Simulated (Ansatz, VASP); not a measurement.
# Two plane-wave programs on SrCl2

The input INCAR:

```
ALGO = Normal
EDIFF = 1E-6
ENCUT = 520
GGA = PE
ISIF = 2
ISMEAR = 0
LASPH = True
LCHARG = False
LREAL = False
LWAVE = False
NBANDS = 19
NELM = 60
PREC = Accurate
SIGMA = 0.05
```

Contents of KPOINTS:

```
k-points
0
Gamma
  6 6 6
```

POSCAR

```
SrCl2
1.0
    0.0000000000      3.7864615652      2.9534400209
    3.7864615652      0.0000000000      2.9534400209
    3.7864615652      3.7864615652      0.0000000000
Sr Cl
1 2
Direct
    0.0000000000      0.0000000000      0.0000000000
    0.2500000000      0.2500000000      0.2500000000
    0.7500000000      0.7500000000      0.7500000000
```

Input for Ansatz:

```yaml
crystal:
  lattice:
    - [0.0, 3.7864615652, 2.9534400209]
    - [3.7864615652, 0.0, 2.9534400209]
    - [3.7864615652, 3.7864615652, 0.0]
  atoms:
    - { symbol: Sr, position: [0.0, 0.0, 0.0] }
    - { symbol: Cl, position: [0.25, 0.25, 0.25] }
    - { symbol: Cl, position: [0.75, 0.75, 0.75] }
basis:
  ecutwfc: 420
kpoints:
  mp_grid: { grid: [6, 6, 6] }
hamiltonian:
  xc: pbe
scf:
  occupations: { method: gaussian, width: 0.05 }
output:
  forces: true
  stress: true
  eigenvalues: true
```

Alike in both runs: task single point; functional PBE; k mesh 6 × 6 × 6; occupations gaussian, width 0.05 eV; no spin polarisation.

|  | VASP | Ansatz |
| --- | --- | --- |
| version | VASP 6.6.1 | Ansatz 0.2.0 |
| potentials or method | VASP PAW PBE potentials, release 64 (Sr_sv, Cl), cutoff 520 eV | scalar-relativistic, plane waves, PAW |
| valence electrons in the cell | 24 | 24 |

|  | VASP | Ansatz | Ansatz less VASP |
| --- | --- | --- | --- |
| gap on the k mesh at the Fermi level (eV) | 3.00 | 3.00 | -0.002 |
| least direct gap on the mesh (eV) | 3.15 | 3.15 | -0.002 |
| pressure (GPa) | 2.3 | 2.2 | -0.07 |
| traceless stress, the component that is largest in VASP (GPa) | 11.33 | 11.38 | +0.054 |
